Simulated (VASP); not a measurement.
# CaSe (I4/mmm) in VASP: single point with PBEsol

Aim: the single point of CaSe with PBEsol.

Everything below comes from runs of VASP 6.6.1. Logs are shortened: lines on timing, memory, paths and dates and some standing lists are left out, and cuts for length are marked.

**1. The cell of the first run**

The structure is tetragonal, space group I4/mmm (No. 139). Conventional cell: a = 4.029 Å, b = 4.029 Å, c = 6.230 Å, α = 90.00°, β = 90.00°, γ = 90.00°. Within 3.8 Å of Ca (site symmetry 4/mmm) lie 6 Se at 2.85 to 3.11 Å. Se (site symmetry 4/mmm) has 6 Ca at 2.85 to 3.11 Å within 3.8 Å.

**2. Single point, PBEsol (strained)**

INCAR reads:

```
SYSTEM = CaSe
ALGO = Normal
EDIFF = 1E-7
ENCUT = 520
GGA = PS
ISIF = 2
ISMEAR = 0
LASPH = .TRUE.
LCHARG = .FALSE.
LREAL = .FALSE.
LWAVE = .FALSE.
NBANDS = 15
NELM = 60
PREC = Accurate
SIGMA = 0.02
```

KPOINTS reads:

```
k-points
0
G
  8 8 8
  0 0 0
```

POSCAR reads:

```
CaSe
1.0
    0.0000000000      2.8488154400      3.1148554400
    2.8488154400      0.0000000000      3.1148554400
    2.8488154400      2.8488154400      0.0000000000
Ca Se
1 1
Direct
    0.0000000000      0.0000000000      0.0000000000
    0.5000000000      0.5000000000      0.5000000000
```

Potentials or basis: VASP PAW PBE potentials, release 64 (Ca_sv, Se).

Launch:

```console
$ cat potpaw_PBE.64/Ca_sv/POTCAR potpaw_PBE.64/Se/POTCAR > POTCAR
$ mpirun -np 1 vasp_std > vasp.out
```

OUTCAR:

```text
SYSTEM = CaSe
   EDIFF = 1E-7
   ENCUT = 520
   GGA = PS
   ISIF = 2
   ISMEAR = 0
   LASPH = .TRUE.
   LREAL = .FALSE.
   NELM = 60
   PREC = Accurate

 ion  position               nearest neighbor table
   1  0.000  0.000  0.000-   2 2.85   2 2.85   2 2.85   2 2.85
   2  0.500  0.500  0.500-   1 2.85   1 2.85   1 2.85   1 2.85

  LATTYP: Found a body centered tetragonal cell.
 ALAT       =     4.0288334319
 C/A-ratio  =     1.5462815689

  Lattice vectors:

 A1 = (  -2.8488154400,   0.0000000000,   3.1148554400)
 A2 = (   2.8488154400,   0.0000000000,   3.1148554400)
 A3 = (   0.0000000000,   2.8488154400,  -3.1148554400)

Analysis of symmetry for initial positions (statically):
=====================================================================
 Subroutine PRICEL returns:
 Original cell was already a primitive cell.

 Routine SETGRP: Setting up the symmetry group for a
 body centered tetragonal supercell.

 Subroutine GETGRP returns: Found 16 space group operations
 (whereof 16 operations were pure point group operations)
 out of a pool of 16 trial point group operations.

The static configuration has the point symmetry D_4h.

Analysis of symmetry for dynamics (positions and initial velocities):
=====================================================================
 Subroutine PRICEL returns:
 Original cell was already a primitive cell.

 Routine SETGRP: Setting up the symmetry group for a
 body centered tetragonal supercell.

 Subroutine GETGRP returns: Found 16 space group operations
 (whereof 16 operations were pure point group operations)
 out of a pool of 16 trial point group operations.

The dynamic configuration has the point symmetry D_4h.

 Subroutine INISYM returns: Found 16 space group operations
 (whereof 16 operations are pure point group operations),
 and found     1 'primitive' translations

----------------------------------------------------------------------------------------

                                     Primitive cell

  volume of cell :      50.5588

  direct lattice vectors                    reciprocal lattice vectors
     0.000000000  2.848815440  3.114855440    -0.175511545  0.175511545  0.160521093
     2.848815440  0.000000000  3.114855440     0.175511545 -0.175511545  0.160521093
     2.848815440  2.848815440  0.000000000     0.175511545  0.175511545 -0.160521093

  length of vectors
     4.221146032  4.221146032  4.028833432     0.295593685  0.295593685  0.295593685

  position of ions in fractional coordinates (direct lattice)
     0.000000000  0.000000000  0.000000000
     0.500000000  0.500000000  0.500000000

  ion indices of the primitive-cell ions
   primitive index   ion index
                 1           1
                 2           2

----------------------------------------------------------------------------------------

 KPOINTS: k-points

Automatic generation of k-mesh.
 Grid dimensions read from file:
 generate k-points for:    8    8    8

 Generating k-lattice:

  Cartesian coordinates                     Fractional coordinates (reciprocal lattice)
    -0.021938943  0.021938943  0.020065137     0.125000000  0.000000000  0.000000000
     0.021938943 -0.021938943  0.020065137     0.000000000  0.125000000  0.000000000
     0.021938943  0.021938943 -0.020065137    -0.000000000 -0.000000000  0.125000000

  Length of vectors
     0.036949211  0.036949211  0.036949211

  Shift w.r.t. Gamma in fractional coordinates (k-lattice)
     0.000000000  0.000000000  0.000000000

 Subroutine IBZKPT returns following result:
 ===========================================

 Found     59 irreducible k-points:

 Following reciprocal coordinates:
            Coordinates               Weight
  0.000000  0.000000  0.000000      1.000000
  0.125000  0.000000  0.000000      8.000000
  0.250000  0.000000  0.000000      8.000000
  0.375000  0.000000  0.000000      8.000000
  0.500000  0.000000  0.000000      4.000000
  0.125000  0.125000  0.000000      2.000000
[... 16 lines left out ...]
  0.250000  0.000000  0.125000     16.000000
  0.375000  0.000000  0.125000     16.000000
 [... further k-points ...]
   k-points           NKPTS =     59   k-points in BZ     NKDIM =     59   number of bands    NBANDS=     15
   number of dos      NEDOS =    301   number of ions     NIONS =      2
   total plane-waves  NPLWV =  30720
   dimension x,y,z NGX =    32 NGY =   32 NGZ =   30
   dimension x,y,z NGXF=    64 NGYF=   64 NGZF=   60
   ions per type =               1   1
   NGX,Y,Z   is equivalent  to a cutoff of  12.60, 12.60, 12.38 a.u.
   NGXF,Y,Z  is equivalent  to a cutoff of  25.21, 25.21, 24.76 a.u.
 SYSTEM =  CaSe
   PREC   = accura    normal or accurate (medium, high low for compatibility)
   ISTART =      0    job   : 0-new  1-cont  2-samecut
   ICHARG =      2    charge: 1-file 2-atom 10-const
   ISPIN  =      1    spin polarized calculation?
   LNONCOLLINEAR =      F non collinear calculations
   LSORBIT =      F    spin-orbit coupling
   LASPH  =      T    aspherical Exc in radial PAW
   ENCUT  =  520.0 eV  38.22 Ry    6.18 a.u.   7.85  7.85  7.49*2*pi/ulx,y,z
   NELM   =     60;   NELMIN=  2; NELMDL= -5     # of ELM steps
   EDIFF  = 0.1E-06   stopping-criterion for ELM
   LREAL  =      F    real-space projection
   EDIFFG = 0.1E-05   stopping-criterion for IOM
   NSW    =      0    number of steps for IOM
   IBRION =     -1    ionic relax: 0-MD 1-quasi-New 2-CG
   NFREE  =      0    steps in history (QN), initial steepest desc. (CG)
   ISIF   =      2    stress and relaxation
   ISYM   =      2    0-nonsym 1-usesym 2-fastsym
   POTIM  = 0.5000    time-step for ionic-motion
   TEBEG  =    0.0;   TEEND  =   0.0 temperature during run
   PSTRESS=    0.0 pullay stress
   NELECT =      16.0000    total number of electrons
   NUPDOWN=      -1.0000    fix difference up-down
   EMIN   =  10.00;   EMAX   =-10.00  energy-range for DOS
   EFERMI =   0.00;   METHOD = LEGACY
   ISMEAR =     0;   SIGMA  =   0.02  broadening in eV -4-tet -1-fermi 0-gaus
   EFERMI_NEDOS =   21; number of points for ismear=-14 and -15
   IALGO  =     38    algorithm
   IMIX   =      4    mixing-type and parameters
     AMIX     =   0.40;   BMIX     =  1.00
     AMIX_MAG =   1.60;   BMIX_MAG =  1.00
  volume/ion in A,a.u.               =      25.28       170.59
  Fermi-wavevector in a.u.,A,eV,Ry     =   1.115619  2.108215 16.933896  1.244606
  Thomas-Fermi vector in A             =   2.252226
   LORBIT       =      0    0 simple, 1 ext, 2 COOP (PROOUT), +10 PAW based schemes
   GGA     = PS    functional components
   LHFCALC =     F    Hartree Fock is set to
   AEXX    =    0.0000 exact exchange contribution
   IVDW    =     0    specifies the selected vdW correction
   LEPSILON=     F    determine dielectric tensor
   LRPA    =     F    only Hartree local field effects (RPA)
 non-spin polarized calculation
 Gauss-broadening in eV      SIGMA  =   0.02
  energy-cutoff  :      520.00
  volume of cell :       50.56
 maximum number of plane-waves:      1412
   NGX = 15   NGY = 15   NGZ = 15

 number of electron      15.9999999 magnetization

 Free energy of the ion-electron system (eV)
  ---------------------------------------------------
  ext. energy  EPLUGINS =         0.00000000
  ---------------------------------------------------
  free energy    TOTEN  =        -9.99692496 eV

  energy without entropy =       -9.99692496  energy(sigma->0) =       -9.99692496

 E-fermi :   2.7472     XC(G=0):  -9.4131

 val. band max:        2.5266776874   @ k =   0.0000   0.0000   0.0000
 cond. band min:       4.3760338059   @ k =   0.5000   0.0000   0.5000
 fundamental gap:      1.8493561185
 Fermi energy:         2.7472162033

 k-point     1 :       0.0000    0.0000    0.0000
  band No.  band energies     occupation
      1     -36.9343      2.00000
      2     -18.0343      2.00000
      3     -18.0129      2.00000
      4     -18.0129      2.00000
      5      -9.4236      2.00000
      6       2.4540      2.00000
      7       2.5267      2.00000
      8       2.5267      2.00000
      9       5.4842      0.00000
     10       5.7495      0.00000
     11       6.3673      0.00000
     12       6.3673      0.00000
     13       6.9232      0.00000
     14       7.0045      0.00000
     15      12.1220      0.00000

 k-point     2 :       0.1250    0.0000    0.0000
  band No.  band energies     occupation
      1     -36.9330      2.00000
      2     -18.0441      2.00000
      3     -18.0270      2.00000
      4     -18.0128      2.00000
      5      -9.3201      2.00000
      6       1.6942      2.00000
      7       2.2080      2.00000
      8       2.2671      2.00000
      9       5.8665      0.00000
     10       6.1486      0.00000
     11       6.5583      0.00000
     12       6.6181      0.00000
     13       7.3815      0.00000
     14       7.5555      0.00000
     15      12.3367      0.00000

 k-point     3 :       0.2500    0.0000    0.0000
  band No.  band energies     occupation
      1     -36.9301      2.00000
      2     -18.0903      2.00000
      3     -18.0376      2.00000
      4     -18.0124      2.00000
      5      -9.0570      2.00000
      6       0.4049      2.00000
      7       1.7067      2.00000
      8       1.7707      2.00000
      9       6.1094      0.00000
     10       6.7980      0.00000
     11       7.0417      0.00000
     12       7.6806      0.00000
     13       8.4810      0.00000
     14       8.7644      0.00000
     15      11.7349      0.00000
[... 343 lines left out ...]
 k-point    23 :       0.2500    0.0000    0.1250
  band No.  band energies     occupation
      1     -36.9299      2.00000
      2     -18.0768      2.00000
      3     -18.0417      2.00000
      4     -18.0225      2.00000
      5      -9.0720      2.00000
      6       0.5374      2.00000
      7       1.7630      2.00000
      8       1.8530      2.00000
      9       5.8237      0.00000
     10       6.4767      0.00000
     11       7.0283      0.00000
     12       7.6055      0.00000
     13       7.7919      0.00000
     14       9.7676      0.00000
     15      12.1068      0.00000

 k-point    24 :       0.3750    0.0000    0.1250
  band No.  band energies     occupation
      1     -36.9269      2.00000
      2     -18.1241      2.00000
      3     -18.0475      2.00000
      4     -18.0223      2.00000
      5      -8.8173      2.00000
      6      -0.3020      2.00000
      7       1.2908      2.00000
      8       1.4584      2.00000
      9       6.0880      0.00000
     10       7.4243      0.00000
     11       7.7300      0.00000
     12       8.1895      0.00000
     13       8.7602      0.00000
     14      10.0532      0.00000
     15      11.5244      0.00000

 [... further k-points ...]

------------------------ aborting loop because EDIFF is reached ----------------------------------------

  FORCE on cell =-STRESS in cart. coord.  units (eV):
  Direction    XX          YY          ZZ          XY          YZ          ZX
  --------------------------------------------------------------------------------------
  -------------------------------------------------------------------------------------
  Total        1.1986448      1.1986448     -1.2937266      0.0000000      0.0000000      0.0000000
  in kB       37.9843388     37.9843388    -40.9974254      0.0000000      0.0000000      0.0000000
  external PRESSURE =      11.6570840 kB  Pullay stress =       0.0000000 kB

 VOLUME and BASIS-vectors are now :
 -----------------------------------------------------------------------------
  energy-cutoff  :      520.00
  volume of cell :       50.56
      direct lattice vectors                 reciprocal lattice vectors
     0.000000000  2.848815440  3.114855440    -0.175511545  0.175511545  0.160521093
     2.848815440  0.000000000  3.114855440     0.175511545 -0.175511545  0.160521093
     2.848815440  2.848815440  0.000000000     0.175511545  0.175511545 -0.160521093

 POSITION                                       TOTAL-FORCE (eV/Angst)
 -----------------------------------------------------------------------------------
      0.00000      0.00000      0.00000         0.000000      0.000000      0.000000
      2.84882      2.84882      3.11486        -0.000000     -0.000000     -0.000000
 -----------------------------------------------------------------------------------
    total drift:                                0.000000     -0.000000     -0.000000

  FREE ENERGIE OF THE ION-ELECTRON SYSTEM (eV)
  ---------------------------------------------------
  free  energy   TOTEN  =        -9.9969249577 eV

  energy  without entropy=       -9.9969249577  energy(sigma->0) =       -9.99692496
```

Run time: 34 s. Hardware: 1 thread of Intel Xeon Platinum 8488C (Sapphire Rapids), shared host; peak memory 0.2 GiB.

What came out:

- Free energy: -9.9969 eV
- Pressure: 1.2 GPa
- Band gap on the k mesh: 1.85 eV, indirect (least direct gap 2.64 eV)

Caveat: the cell differs from its parent crystal (strained); the PAW data sets were made with another functional, which shifts forces and pressure a little.
